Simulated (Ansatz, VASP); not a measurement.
# Ti12Si in VASP and in Ansatz

The input INCAR:

```
SYSTEM = Ti12Si
ALGO = Normal
DIPOL = 0.5 0.5 0.309
EDIFF = 1E-7
ENCUT = 520
GGA = PE
IDIPOL = 3
ISIF = 2
ISMEAR = 0
IVDW = 12
LASPH = .TRUE.
LCHARG = .TRUE.
LDIPOL = .TRUE.
LELF = .TRUE.
LREAL = .FALSE.
LVACPOTAV = .TRUE.
LVHAR = .TRUE.
LWAVE = .FALSE.
NBANDS = 86
NELM = 100
PREC = Accurate
SIGMA = 0.1
```

The input KPOINTS:

```
k-points
0
G
  6 6 1
  0 0 0
```

File POSCAR:

```
Ti12Si
1.0
    5.7099611372      0.0000000000      0.0000000000
   -2.8549805686      4.9449713995      0.0000000000
    0.0000000000      0.0000000000     21.4932633465
Ti Si
12 1
Direct
    0.3333333333      0.1666666667      0.1861048244
    0.3333333333      0.6666666667      0.1861048244
    0.8333333333      0.1666666667      0.1861048244
    0.8333333333      0.6666666667      0.1861048244
    0.1666666667      0.3333333333      0.2907832195
    0.1666666667      0.8333333333      0.2907832195
    0.6666666667      0.3333333333      0.2907832195
    0.6666666667      0.8333333333      0.2907832195
    0.0000000000      0.0000000000      0.3951593208
    0.0000000000      0.5000000000      0.3951593208
    0.5000000000      0.0000000000      0.3951593208
    0.5000000000      0.5000000000      0.3951593208
    0.0000000000      0.0000000000      0.5347379391
```

Input for Ansatz:

```yaml
crystal:
  lattice:
    - [5.7099611372, 0.0, 0.0]
    - [-2.8549805686, 4.9449713995, 0.0]
    - [0.0, 0.0, 21.4932633465]
  atoms:
    - { symbol: Ti, position: [0.3333333333, 0.1666666667, 0.1861048244] }
    - { symbol: Ti, position: [0.3333333333, 0.6666666667, 0.1861048244] }
    - { symbol: Ti, position: [0.8333333333, 0.1666666667, 0.1861048244] }
    - { symbol: Ti, position: [0.8333333333, 0.6666666667, 0.1861048244] }
    - { symbol: Ti, position: [0.1666666667, 0.3333333333, 0.2907832195] }
    - { symbol: Ti, position: [0.1666666667, 0.8333333333, 0.2907832195] }
    - { symbol: Ti, position: [0.6666666667, 0.3333333333, 0.2907832195] }
    - { symbol: Ti, position: [0.6666666667, 0.8333333333, 0.2907832195] }
    - { symbol: Ti, position: [0.0, 0.0, 0.3951593208] }
    - { symbol: Ti, position: [0.0, 0.5, 0.3951593208] }
    - { symbol: Ti, position: [0.5, 0.0, 0.3951593208] }
    - { symbol: Ti, position: [0.5, 0.5, 0.3951593208] }
    - { symbol: Si, position: [0.0, 0.0, 0.5347379391] }
basis:
  ecutwfc: 420
kpoints:
  mp_grid: { grid: [6, 6, 1] }
hamiltonian:
  xc: pbe
  pseudopotentials: { kind: paw, azcp: { folder: soft_1 } }
  dispersion: d3bj
scf:
  occupations: { method: gaussian, width: 0.1 }
output:
  forces: true
  eigenvalues: true
efield:
  axis: 3
  dipole_correction: true
  ramp_width: 0.04
```

Alike in both runs: task single point; functional PBE; dispersion D3(BJ); k mesh 6 × 6 × 1; occupations gaussian, width 0.1 eV; no spin polarisation.

|  | VASP | Ansatz |
| --- | --- | --- |
| version | VASP 6.6.1 | Ansatz 0.2.0 |
| potentials or method | VASP PAW PBE potentials, release 64 (Ti_sv, Si), cutoff 520 eV | scalar-relativistic, plane waves, PAW |
| valence electrons in the cell | 148 | 148 |

|  | VASP | Ansatz | Ansatz less VASP |
| --- | --- | --- | --- |
| gap on the k mesh at the Fermi level (eV) | none | none | - |
| rms of the force components (eV/Å) | 0.494 | 0.494 | +0.0002 |
| work function, face that differs most (eV) | 4.66 | 4.66 | +0.007 |

Atom by atom the forces differ by 0.007 eV/Å (rms over components). A gap of «none» marks a metal or a gap that the smearing closes. Ansatz's warnings: vacuum below fermi.
